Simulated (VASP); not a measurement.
A run of VASP 6.6.1 is set up as follows.

Contents of INCAR:

```
PREC = Accurate
ENCUT = 520
EDIFF = 1E-7
ISMEAR = -1
SIGMA = 0.05
LREAL = F
LASPH = T
NELM = 60
ALGO = Fast
ISIF = 2
LWAVE = F
LCHARG = F
NBANDS = 18
```

Contents of KPOINTS:

```
regular mesh
0
Gamma
  12 12 7
```

The input POSCAR:

```
Cu
1.0
    2.5340966698      0.0000000000      0.0000000000
   -1.2670483349      2.1945920917      0.0000000000
    0.0000000000      0.0000000000      4.1125710000
Cu
2
Direct
    0.6666666667      0.3333333333      0.7500000000
    0.3333333333      0.6666666667      0.2500000000
```

Potentials or basis: VASP PAW LDA potentials, release 64 (Cu).

Command:

```bash
$ cat potpaw_LDA.64/Cu/POTCAR > POTCAR
$ mpirun -np 1 vasp_std > vasp.out
```

**Question.** Predict the pressure.

**Answer.** -7.1 GPa.

**Question.** What does it give for the band gap on the k mesh?

**Answer.** Zero (band 11 reaches 11.78 eV, above the bottom of band 12 at 5.79 eV).

Stress tensor (GPa, compression positive):
```
-7.10  0.00  0.00
 0.00 -7.10  0.00
 0.00  0.00 -6.96
```
